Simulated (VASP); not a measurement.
# BaTiO3 (Pm-3m) in VASP: single point with r2SCAN

Aim: the single point of BaTiO3 with r2SCAN.

Program: VASP 6.6.1. These are calculated values, not measurements. Logs are shortened: lines on timing, memory, paths and dates and some standing lists are left out, and cuts for length are marked.

### 1 The cell of the first run

The structure is cubic, space group Pm-3m (No. 221). Conventional cell: a = 4.015 Å, b = 4.015 Å, c = 4.015 Å, α = 90.00°, β = 90.00°, γ = 90.00°. Ba (site symmetry m-3m) has 12 O at 2.84 Å and 8 Ti at 3.48 Å within 3.7 Å. Ti (site symmetry m-3m) has 6 O at 2.01 Å within 2.7 Å. Within 2.7 Å of O (site symmetry 4/mmm) lie 2 Ti at 2.01 Å. Within 2.7 Å of O (site symmetry 4/mmm) lie 2 Ti at 2.01 Å.

### 2 Single point, r2SCAN, collinear spin, zero start

POSCAR reads:

```
BaTiO3
1.0
    4.0147626900      0.0000000000      0.0000000000
    0.0000000000      4.0147626900      0.0000000000
    0.0000000000      0.0000000000      8.0295253800
Ba Ti O
2 2 6
Direct
    0.0000000000      0.0000000000      0.0000000000
    0.0000000000      0.0000000000      0.5000000000
    0.5000000000      0.5000000000      0.2500000000
    0.5000000000      0.5000000000      0.7500000000
    0.5000000000      0.5000000000      0.0000000000
    0.5000000000      0.5000000000      0.5000000000
    0.0000000000      0.5000000000      0.2500000000
    0.0000000000      0.5000000000      0.7500000000
    0.5000000000      0.0000000000      0.2500000000
    0.5000000000      0.0000000000      0.7500000000
```

INCAR.step1 reads:

```
SYSTEM = BaTiO3
PREC     = Accurate       ! precision mode
ENCUT    = 520            ! plane-wave cutoff, eV
ISMEAR   = 1              ! smearing method
SIGMA    = 0.0173         ! smearing width, eV
LREAL    = .FALSE.        ! projectors in reciprocal space
LASPH    = .TRUE.         ! aspherical terms in the spheres
NELM     = 150            ! most SCF steps
ISPIN    = 2              ! spin polarisation
MAGMOM   = 0 0 0 0 0 0 0 0 0 0 ! initial moments
LMAXMIX  = 4              ! l up to which the mixer works
NBANDS   = 55             ! bands
GGA      = PE             ! functional
ALGO     = Normal         ! electronic algorithm
EDIFF    = 1E-4           ! SCF threshold, eV
LWAVE    = .TRUE.         ! write WAVECAR
LCHARG   = .FALSE.        ! write CHGCAR
```

INCAR.step2 reads:

```
SYSTEM = BaTiO3
PREC     = Accurate       ! precision mode
ENCUT    = 520            ! plane-wave cutoff, eV
EDIFF    = 1E-7           ! SCF threshold, eV
ISMEAR   = 1              ! smearing method
SIGMA    = 0.0173         ! smearing width, eV
LREAL    = .FALSE.        ! projectors in reciprocal space
LASPH    = .TRUE.         ! aspherical terms in the spheres
NELM     = 150            ! most SCF steps
ALGO     = Normal         ! electronic algorithm
ISIF     = 2              ! what is computed and relaxed
LWAVE    = .FALSE.        ! write WAVECAR
LCHARG   = .TRUE.         ! write CHGCAR
ISPIN    = 2              ! spin polarisation
MAGMOM   = 0 0 0 0 0 0 0 0 0 0 ! initial moments
LORBIT   = 11             ! projections on sites
LMAXMIX  = 4              ! l up to which the mixer works
METAGGA  = R2SCAN         ! meta-GGA
LMIXTAU  = .TRUE.       
LELF     = .TRUE.         ! ELF
LVHAR    = .TRUE.       
NBANDS   = 55             ! bands
ISTART   = 1
```

KPOINTS reads:

```
regular mesh
0
G
  6 6 3
  0 0 0
```

Potentials or basis: VASP PAW PBE potentials, release 64 (Ba_sv, Ti_sv, O).

Command:

```sh
$ cat potpaw_PBE.64/Ba_sv/POTCAR potpaw_PBE.64/Ti_sv/POTCAR potpaw_PBE.64/O/POTCAR > POTCAR
$ cp INCAR.step1 INCAR
$ mpirun -np 1 vasp_std > vasp.out
$ cp INCAR.step2 INCAR
$ mpirun -np 1 vasp_std > vasp.out
```

OUTCAR:

```text
SYSTEM = BaTiO3
   PREC = Accurate
   ENCUT = 520
   EDIFF = 1E-7
   ISMEAR = 1
   LREAL = .FALSE.
   LASPH = .TRUE.
   NELM = 150
   ISIF = 2
   ISPIN = 2
   LORBIT = 11
   METAGGA = R2SCAN
   ISTART = 1

 ion  position               nearest neighbor table
   1  0.000  0.000  0.000-   5 2.84   7 2.84   8 2.84   9 2.84  10 2.84   5 2.84   7 2.84   8 2.84
                             5 2.84   9 2.84  10 2.84   5 2.84   3 3.48   4 3.48   4 3.48   4 3.48
   2  0.000  0.000  0.500-   6 2.84   7 2.84   8 2.84   9 2.84  10 2.84   6 2.84   7 2.84   8 2.84
                             6 2.84   9 2.84  10 2.84   6 2.84   3 3.48   4 3.48   4 3.48   4 3.48
   3  0.500  0.500  0.250-   5 2.01   6 2.01   7 2.01   9 2.01   9 2.01   7 2.01   1 3.48   2 3.48
                             1 3.48   1 3.48   2 3.48   2 3.48   1 3.48   2 3.48
   4  0.500  0.500  0.750-   5 2.01   6 2.01   8 2.01  10 2.01  10 2.01   8 2.01   1 3.48   2 3.48
                             1 3.48   1 3.48   2 3.48   2 3.48   1 3.48   2 3.48
   5  0.500  0.500  0.000-   3 2.01   4 2.01   1 2.84   1 2.84   1 2.84   1 2.84
   6  0.500  0.500  0.500-   3 2.01   4 2.01   2 2.84   2 2.84   2 2.84   2 2.84
   7  0.000  0.500  0.250-   3 2.01   3 2.01   1 2.84   1 2.84   2 2.84   2 2.84
   8  0.000  0.500  0.750-   4 2.01   4 2.01   1 2.84   1 2.84   2 2.84   2 2.84
   9  0.500  0.000  0.250-   3 2.01   3 2.01   1 2.84   2 2.84   1 2.84   2 2.84
  10  0.500  0.000  0.750-   4 2.01   4 2.01   1 2.84   2 2.84   1 2.84   2 2.84

  LATTYP: Found a simple tetragonal cell.
 ALAT       =     4.0147626900
 C/A-ratio  =     2.0000000000

  Lattice vectors:

 A1 = (   4.0147626900,   0.0000000000,   0.0000000000)
 A2 = (   0.0000000000,   4.0147626900,   0.0000000000)
 A3 = (   0.0000000000,   0.0000000000,   8.0295253800)

Analysis of symmetry for initial positions (statically):
=====================================================================
 Subroutine PRICEL returns following result:

  LATTYP: Found a simple cubic cell.
 ALAT       =     4.0147626900
[... 12 lines left out ...]
 Subroutine GETGRP returns: Found 16 space group operations
 (whereof 16 operations were pure point group operations)
 out of a pool of 16 trial point group operations.

The static configuration has the point symmetry D_4h.

Analysis of symmetry for dynamics (positions and initial velocities):
=====================================================================
 Subroutine PRICEL returns following result:

  LATTYP: Found a simple cubic cell.
 ALAT       =     4.0147626900
[... 12 lines left out ...]
 Subroutine GETGRP returns: Found 16 space group operations
 (whereof 16 operations were pure point group operations)
 out of a pool of 16 trial point group operations.

The dynamic configuration has the point symmetry D_4h.

Analysis of structural, dynamic, and magnetic symmetry:
=====================================================================
 Subroutine PRICEL returns following result:

  LATTYP: Found a simple cubic cell.
 ALAT       =     4.0147626900
[... 12 lines left out ...]
 Subroutine GETGRP returns: Found 16 space group operations
 (whereof 16 operations were pure point group operations)
 out of a pool of 16 trial point group operations.

The overall configuration has the point symmetry D_4h.

 Subroutine INISYM returns: Found 16 space group operations
 (whereof 16 operations are pure point group operations),
 and found     2 'primitive' translations

----------------------------------------------------------------------------------------

                                     Primitive cell

  volume of cell :      64.7112

  direct lattice vectors                    reciprocal lattice vectors
     4.014762690  0.000000000  0.000000000     0.249080725  0.000000000  0.000000000
     0.000000000  4.014762690  0.000000000     0.000000000  0.249080725  0.000000000
     0.000000000  0.000000000  4.014762690     0.000000000  0.000000000  0.249080725

  length of vectors
     4.014762690  4.014762690  4.014762690     0.249080725  0.249080725  0.249080725

  position of ions in fractional coordinates (direct lattice)
     0.000000000  0.000000000  0.000000000
     0.500000000  0.500000000  0.500000000
     0.500000000  0.500000000  0.000000000
     0.000000000  0.500000000  0.500000000
     0.500000000  0.000000000  0.500000000

  ion indices of the primitive-cell ions
   primitive index   ion index
                 1           1
                 2           3
                 3           5
[... 67 lines left out ...]
   ENCUT  =  520.0 eV  38.22 Ry    6.18 a.u.   7.46  7.46 14.93*2*pi/ulx,y,z
   NELM   =    150;   NELMIN=  2; NELMDL=  0     # of ELM steps
   EDIFF  = 0.1E-06   stopping-criterion for ELM
   LREAL  =      F    real-space projection
   EDIFFG = 0.1E-05   stopping-criterion for IOM
   NSW    =      0    number of steps for IOM
   IBRION =     -1    ionic relax: 0-MD 1-quasi-New 2-CG
   NFREE  =      0    steps in history (QN), initial steepest desc. (CG)
   ISIF   =      2    stress and relaxation
   ISYM   =      2    0-nonsym 1-usesym 2-fastsym
   POTIM  = 0.5000    time-step for ionic-motion
   TEBEG  =    0.0;   TEEND  =   0.0 temperature during run
   PSTRESS=    0.0 pullay stress
   NELECT =      80.0000    total number of electrons
   NUPDOWN=      -1.0000    fix difference up-down
   EMIN   =  10.00;   EMAX   =-10.00  energy-range for DOS
   EFERMI =   0.00;   METHOD = LEGACY
   ISMEAR =     1;   SIGMA  =   0.02  broadening in eV -4-tet -1-fermi 0-gaus
   EFERMI_NEDOS =   21; number of points for ismear=-14 and -15
   IALGO  =     38    algorithm
   IMIX   =      4    mixing-type and parameters
     AMIX     =   0.40;   BMIX     =  1.00
     AMIX_MAG =   1.60;   BMIX_MAG =  1.00
  volume/ion in A,a.u.               =      12.94        87.34
  Fermi-wavevector in a.u.,A,eV,Ry     =   1.394553  2.635323 26.460303  1.944777
  Thomas-Fermi vector in A             =   2.518091
   LORBIT       =     11    0 simple, 1 ext, 2 COOP (PROOUT), +10 PAW based schemes
   METAGGA = R2SCAN    functional components
   LHFCALC =     F    Hartree Fock is set to
   AEXX    =    0.0000 exact exchange contribution
   IVDW    =     0    specifies the selected vdW correction
   LEPSILON=     F    determine dielectric tensor
   LRPA    =     F    only Hartree local field effects (RPA)
 spin polarized calculation
 Methfessel and Paxton  Order N= 1 SIGMA  =   0.02
  energy-cutoff  :      520.00
  volume of cell :      129.42
 maximum number of plane-waves:      3517
 NGX is ok and might be reduce to    30
   NGX = 15   NGY = 15   NGZ = 29

 number of electron      79.9999952 magnetization       0.0000001

 number of electron      79.9999952 magnetization      -0.0000001

 Free energy of the ion-electron system (eV)
  ---------------------------------------------------
  ext. energy  EPLUGINS =         0.00000000
  ---------------------------------------------------
  free energy    TOTEN  =      -148.46969386 eV

  energy without entropy =     -148.46973936  energy(sigma->0) =     -148.46970903

 E-fermi :   3.4754     XC(G=0): -11.8672

 val. band max:        3.4616590697   @ k =   0.5000   0.5000   0.0000
 cond. band min:       5.5733539815   @ k =   0.0000   0.0000   0.0000
 fundamental gap:      2.1116949118
 Fermi energy:         3.4753543650

 spin component 1

 k-point     1 :       0.0000    0.0000    0.0000
  band No.  band energies     occupation
      1     -55.4648      1.00000
      2     -55.4637      1.00000
      3     -30.6724      1.00000
      4     -30.6172      1.00000
      5     -30.6172      1.00000
      6     -30.6172      1.00000
[... 1089 lines left out ...]
     51      11.4509      0.00000
     52      11.4805      0.00000
 Fermi energy:         3.4753543650

 spin component 2

 k-point     1 :       0.0000    0.0000    0.0000
  band No.  band energies     occupation
      1     -55.4648      1.00000
      2     -55.4637      1.00000
      3     -30.6724      1.00000
      4     -30.6172      1.00000
      5     -30.6172      1.00000
      6     -30.6172      1.00000
[... 1089 lines left out ...]
     51      11.4509      0.00000
     52      11.4805      0.00000
 [bands above 52 left out]

------------------------ aborting loop because EDIFF is reached ----------------------------------------

  FORCE on cell =-STRESS in cart. coord.  units (eV):
  Direction    XX          YY          ZZ          XY          YZ          ZX
  --------------------------------------------------------------------------------------
  -------------------------------------------------------------------------------------
  Total       -0.6682911     -0.6682911     -0.6685440      0.0000000     -0.0000000      0.0000000
  in kB       -8.2730688     -8.2730688     -8.2761988      0.0000000     -0.0000000      0.0000000
  external PRESSURE =      -8.2741122 kB  Pullay stress =       0.0000000 kB

 VOLUME and BASIS-vectors are now :
 -----------------------------------------------------------------------------
  energy-cutoff  :      520.00
  volume of cell :      129.42
      direct lattice vectors                 reciprocal lattice vectors
     4.014762690  0.000000000  0.000000000     0.249080725  0.000000000  0.000000000
     0.000000000  4.014762690  0.000000000     0.000000000  0.249080725  0.000000000
     0.000000000  0.000000000  8.029525380     0.000000000  0.000000000  0.124540362

 POSITION                                       TOTAL-FORCE (eV/Angst)
 -----------------------------------------------------------------------------------
      0.00000      0.00000      0.00000         0.000000     -0.000000      0.000000
      0.00000      0.00000      4.01476         0.000000     -0.000000      0.000000
      2.00738      2.00738      2.00738        -0.000000      0.000000      0.000000
      2.00738      2.00738      6.02214        -0.000000      0.000000      0.000000
      2.00738      2.00738      0.00000         0.000000     -0.000000      0.000000
      2.00738      2.00738      4.01476         0.000000     -0.000000      0.000000
      0.00000      2.00738      2.00738         0.000000     -0.000000      0.000000
      0.00000      2.00738      6.02214         0.000000     -0.000000     -0.000000
      2.00738      0.00000      2.00738         0.000000     -0.000000      0.000000
      2.00738      0.00000      6.02214         0.000000     -0.000000     -0.000000
 -----------------------------------------------------------------------------------
    total drift:                                0.000000      0.000000      0.000000

  FREE ENERGIE OF THE ION-ELECTRON SYSTEM (eV)
  ---------------------------------------------------
  free  energy   TOTEN  =      -148.4696938596 eV

  energy  without entropy=     -148.4697393626  energy(sigma->0) =     -148.46970903

 total charge

# of ion       s       p       d       tot
------------------------------------------
    1        2.018   5.668   0.299   7.985
    2        2.018   5.668   0.299   7.985
    3        2.203   6.263   1.618  10.084
    4        2.203   6.263   1.618  10.084
    5        1.567   3.494   0.000   5.062
    6        1.567   3.494   0.000   5.062
    7        1.567   3.494   0.000   5.062
    8        1.567   3.494   0.000   5.062
    9        1.567   3.494   0.000   5.062
   10        1.567   3.494   0.000   5.062
--------------------------------------------------
tot         17.843  44.829   3.836  66.508

 magnetization (x)

# of ion       s       p       d       tot
------------------------------------------
    1        0.000   0.000   0.000   0.000
    2        0.000   0.000   0.000   0.000
    3        0.000   0.000   0.000   0.000
    4        0.000   0.000   0.000   0.000
    5       -0.000  -0.000   0.000  -0.000
    6       -0.000  -0.000   0.000  -0.000
    7       -0.000  -0.000   0.000  -0.000
    8       -0.000  -0.000   0.000  -0.000
    9       -0.000  -0.000   0.000  -0.000
   10       -0.000  -0.000   0.000  -0.000
--------------------------------------------------
tot          0.000  -0.000   0.000  -0.000
```

Run time: 12 min. Hardware: 1 thread of AMD EPYC 9R45 (Zen 5), shared host; peak memory 0.39 GiB.

What came out:

| Item | Value |
| --- | --- |
| Free energy | -148.4697 eV |
| Pressure | -0.8 GPa |
| Band gap on the k mesh | 2.11 eV |
| Net moment | 0.00 μB per cell |
| Valence electrons inside the program's atomic spheres | Ba 7.99; Ti 10.08; O 5.06 |

Caveat: the PAW data sets were made with another functional, which shifts forces and pressure a little; spin-orbit coupling is left out, which moves the levels of the heavy elements; an odd mesh through Γ misses points on the zone boundary, where band edges can lie. r2SCAN opens gaps a little over a GGA but as a rule still falls short of measured ones.
